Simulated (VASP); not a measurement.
**Ca: single point with LDA**

Crystal: Ca.

```
Ca
1.0
     0.00000    3.01774    2.79420
     3.01774    0.00000    2.79420
     3.01774    3.01774    0.00000
Ca
1
Direct
  0.00000 0.00000 0.00000
```

This cell differs from its parent crystal: strain +0.080 along x and y, +0.000 along z.

```json
{
  "Program": "VASP 6.6.1",
  "Task": "single point",
  "Functional": "LDA",
  "Potentials or basis": "VASP PAW LDA potentials, release 64 (Ca_sv)",
  "Cutoff": "520 eV",
  "k mesh": "14 × 14 × 14",
  "Occupations": "gaussian, width 0.15 eV",
  "Spin": "no spin polarisation",
  "Dipole correction": "no",
  "Further INCAR settings": "ALGO = Normal; EDIFF = 1e-06; NBANDS = 11"
}
```

* Pressure: -3.5 GPa
* Band gap on the k mesh: zero (band 5 reaches 1.36 eV, above the bottom of band 6 at 0.92 eV)

Stress tensor (GPa, compression positive):
```
-3.56  0.00  0.00
 0.00 -3.56  0.00
 0.00  0.00 -3.26
```

Levels at points of the mesh, in eV from the Fermi level:
```tsv
k point	band 1	band 2	band 3	band 4	band 5	band 6	band 7	band 8	band 9	band 10
(0.00, 0.00, 0.00)	-42.01	-23.24	-23.24	-23.24	-3.69	1.87	1.87	2.14	2.60	2.93
(0.50, 0.00, 0.00)	-42.01	-23.31	-23.25	-23.24	-0.97	-0.19	1.70	2.04	3.24	3.40
(0.50, 0.50, 0.00)	-42.01	-23.30	-23.27	-23.27	-0.18	0.48	1.17	3.31	3.47	3.47
(0.50, 0.00, 0.50)	-42.01	-23.30	-23.27	-23.26	-0.44	0.52	0.62	3.28	3.35	3.55
```

Run time: 87 s on 1 thread of Intel Xeon 6975P-C (shared host), peak memory 0.26 GiB.

Caveat: the cell differs from its parent crystal (strain +0.080 along x and y, +0.000 along z).
